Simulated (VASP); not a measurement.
**Ga2O3: single point with r2SCAN**

Ga2O3:

```
Ga O
1.0
     6.10700   -1.51855    0.00000
     6.10700    1.51855    0.00000
    -1.38599    0.00000    5.63001
Ga O
4 6
Direct
  0.09050 0.09050 0.79460
  0.90950 0.90950 0.20540
  0.65866 0.65866 0.31402
  0.34134 0.34134 0.68598
  0.16450 0.16450 0.10980
  0.83550 0.83550 0.89020
  0.17330 0.17330 0.56320
  0.82670 0.82670 0.43680
  0.49590 0.49590 0.25660
  0.50410 0.50410 0.74340
```

```yaml
Program: VASP 6.6.1
Task: single point
Functional: r2SCAN
Potentials_or_basis: VASP PAW PBE potentials, release 64 (Ga_d, O)
Cutoff: 520 eV
k_mesh: 7 × 7 × 4
Occupations: gaussian, width 0.01 eV
Spin: no spin polarisation
Dipole_correction: no
Further_INCAR_settings: ALGO = Normal; EDIFF = 1e-06; NBANDS = 55
```

```
Pressure               : 3.1 GPa
Largest force          : 0.180 eV/Å
Band gap on the k mesh : 3.08 eV (least direct gap 3.10 eV)
```

Forces in eV/Å, atoms in the order of the input:
```
Ga   0.117  0.000  0.048
Ga  -0.117  0.000 -0.048
Ga   0.003  0.000  0.121
Ga  -0.003  0.000 -0.121
O    0.056  0.000 -0.080
O   -0.056  0.000  0.080
O    0.004  0.000 -0.053
O   -0.004  0.000  0.053
O    0.179  0.000  0.018
O   -0.179  0.000 -0.018
```

Stress tensor (GPa, compression positive):
```
 3.04  0.00 -0.02
 0.00  3.42  0.00
-0.02  0.00  2.83
```

Levels at points of the mesh, in eV from the valence-band top:
| k point | band 40 | band 41 | band 42 | band 43 | band 44 | band 45 | band 46 | band 47 | band 48 | band 49 |
| --- | --- | --- | --- | --- | --- | --- | --- | --- | --- | --- |
| (0.00, 0.00, 0.00) | -0.66 | -0.65 | -0.47 | -0.27 | -0.02 | 3.08 | 6.43 | 7.45 | 7.60 | 8.60 |
| (0.00, 0.00, 0.50) | -1.41 | -0.66 | -0.62 | -0.46 | -0.30 | 5.47 | 5.58 | 7.53 | 8.04 | 8.55 |

Wall time 73 min on 1 thread of Intel Xeon 8259CL, with other jobs on the host, peak memory 0.52 GiB.

Caveat: the cell stands under pressure; the PAW data sets were made with another functional, which shifts forces and pressure a little; an odd mesh through Γ misses points on the zone boundary, where band edges can lie. r2SCAN opens gaps a little over a GGA but as a rule still falls short of measured ones.
